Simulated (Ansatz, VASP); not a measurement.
## Se in VASP and in Ansatz

File INCAR:

```
SYSTEM = Se
PREC = Accurate
ENCUT = 500
EDIFF = 1E-6
ISMEAR = 0
SIGMA = 0.01
LREAL = .False.
LASPH = .True.
NELM = 120
ALGO = Normal
ISIF = 2
LWAVE = .False.
LCHARG = .False.
GGA = PE
NBANDS = 16
GGA_COMPAT = .False.
```

KPOINTS

```
regular mesh
0
Gamma
  5 5 4
  0 0 0
```

POSCAR

```
Se
1.0
    4.4124814407      0.0000000000      0.0000000000
   -2.2062407204      3.8213211655      0.0000000000
    0.0000000000      0.0000000000      5.0145818112
Se
3
Direct
    0.2170000000      0.0000000000      0.1666666667
    0.0000000000      0.2170000000      0.8333333333
    0.7830000000      0.7830000000      0.5000000000
```

Input for Ansatz:

```yaml
crystal:
  lattice:
    - [4.4124814407355215, 0.0, 0.0]
    - [-2.2062407203677608, 3.821321165475717, 0.0]
    - [0.0, 0.0, 5.014581811237776]
  atoms:
    - { symbol: Se, position: [0.217, 0.0, 0.16666666666666666] }
    - { symbol: Se, position: [0.0, 0.217, 0.8333333333333334] }
    - { symbol: Se, position: [0.783, 0.783, 0.5] }
basis:
  ecutwfc: 571.4391111657479
kpoints:
  mp_grid:
    grid: [5, 5, 4]
hamiltonian:
  xc: pbe
scf:
  occupations:
    method: fixed
output:
  stress: true
```

Alike in both runs: task single point; functional PBE; k mesh 5 × 5 × 4; no spin polarisation.

|  | VASP | Ansatz |
| --- | --- | --- |
| version | VASP 6.6.1 | Ansatz 0.2.0 |
| potentials or method | VASP PAW PBE potentials, release 64 (Se), cutoff 500 eV | plane waves, PAW |
| occupations | gaussian, width 0.01 eV | fixed |
| valence electrons in the cell | 18 | 48 |

|  | VASP | Ansatz | Ansatz less VASP |
| --- | --- | --- | --- |
| pressure (GPa) | 3.1 | 3.0 | -0.14 |
| traceless stress, the component that is largest in VASP (GPa) | 0.87 | 0.81 | -0.061 |

VASP's potentials hold 18 valence electrons a cell and Ansatz's 48, so a difference there can come from the potentials and not from the codes.
